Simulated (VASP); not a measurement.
**SnH5: relaxation of cell and atoms with PBE**

Crystal: SnH5.

```
Sn H
1.0
     3.21679    0.00000    0.00000
     0.00000    3.21679    0.00000
     0.00000    0.00000    5.25404
Sn H
1 5
Direct
  0.50000 0.50000 0.00000
  0.50000 0.50000 0.42553
  0.50000 0.50000 0.57447
  0.00000 0.00000 0.31429
  0.00000 0.00000 0.68571
  0.00000 0.00000 0.50000
```

```json
{"Program": "VASP 6.6.1", "Task": "relaxation of cell and atoms", "Functional": "PBE", "Potentials or basis": "VASP PAW PBE potentials, release 64 (Sn_d, H)", "Cutoff": "600 eV", "k mesh": "6 × 6 × 4", "Occupations": "gaussian, width 0.1 eV", "Spin": "no spin polarisation", "Dipole correction": "no", "Further INCAR settings": "ALGO = Normal; EDIFF = 1e-06; IBRION = 2; EDIFFG = -0.04; NSW = 90; ISIF = 3"}
```

| Property | Result |
| --- | --- |
| Relaxed volume | 9.15 Å³/atom |
| Relaxed cell | a = 3.163 Å, b = 3.163 Å, c = 5.489 Å, α = 90.00°, β = 90.00°, γ = 90.00° |
| Space group after relaxing (to 0.05 Å) | P4/mmm (No. 123) |
| Energy gained by relaxing | 6.7 meV/atom |
| Ionic steps | 7 |
| Pressure after relaxing | 0.3 GPa |
| Largest force after relaxing | 0.014 eV/Å |

Forces on the atoms (eV/Å):
```
Sn   0.000  0.000  0.000
H    0.000  0.000  0.014
H    0.000  0.000 -0.014
H    0.000  0.000 -0.005
H    0.000  0.000  0.005
H    0.000  0.000  0.000
```

Stress tensor (GPa, compression positive):
```
0.24 0.00 0.00
0.00 0.24 0.00
0.00 0.00 0.34
```

The path:
```tsv
step	energy change (eV)	largest force (eV/Å)	pressure (GPa)	volume (Å³)
1	0.0000	0.1413	0.47	54.37
2	-0.0161	0.1389	0.18	54.57
3	-0.0255	0.3148	-0.19	54.92
4	-0.0348	0.2510	-0.34	54.98
5	-0.0351	0.3398	-0.37	54.99
6	-0.0400	0.0474	0.21	54.93
7	-0.0401	0.0143	0.28	54.92
```

Final structure:
```yaml
crystal:
  lattice:
    - [3.16298, 0.00000, 0.00000]
    - [0.00000, 3.16298, 0.00000]
    - [0.00000, 0.00000, 5.48941]
  atoms:
    - { symbol: Sn, position: [0.50000, 0.50000, 0.00000] }
    - { symbol: H, position: [0.50000, 0.50000, 0.42954] }
    - { symbol: H, position: [0.50000, 0.50000, 0.57046] }
    - { symbol: H, position: [0.00000, 0.00000, 0.32330] }
    - { symbol: H, position: [0.00000, 0.00000, 0.67670] }
    - { symbol: H, position: [0.00000, 0.00000, 0.50000] }
```

Levels at points of the mesh, in eV from the Fermi level:
| k point | band 6 | band 7 | band 8 | band 9 | band 10 | band 11 | band 12 | band 13 |
| --- | --- | --- | --- | --- | --- | --- | --- | --- |
| (0.00, 0.00, 0.00) | -10.88 | -7.09 | -4.33 | -4.03 | 4.08 | 5.60 | 5.60 | 9.15 |
| (0.50, 0.00, 0.00) | -7.95 | -7.69 | -4.68 | -2.39 | -1.37 | -0.39 | 8.12 | 9.62 |
| (0.50, 0.50, 0.00) | -6.74 | -6.73 | -2.26 | -1.20 | -1.20 | -0.34 | 1.61 | 3.97 |
| (0.00, 0.00, 0.50) | -9.91 | -9.42 | -4.04 | 0.00 | 0.63 | 5.84 | 5.84 | 6.19 |
| (0.50, 0.00, 0.50) | -7.37 | -7.21 | -6.40 | -4.38 | 1.98 | 2.62 | 5.92 | 6.25 |
| (0.50, 0.50, 0.50) | -6.69 | -6.49 | -3.51 | -1.03 | -1.03 | -1.01 | 4.02 | 4.02 |

Run time: 48 s on 1 thread of Intel(R) Xeon(R) 6975P-C (Granite Rapids), with other jobs on the host, peak memory 0.19 GiB.

Caveat: spin-orbit coupling is left out, which moves the levels of the heavy elements.
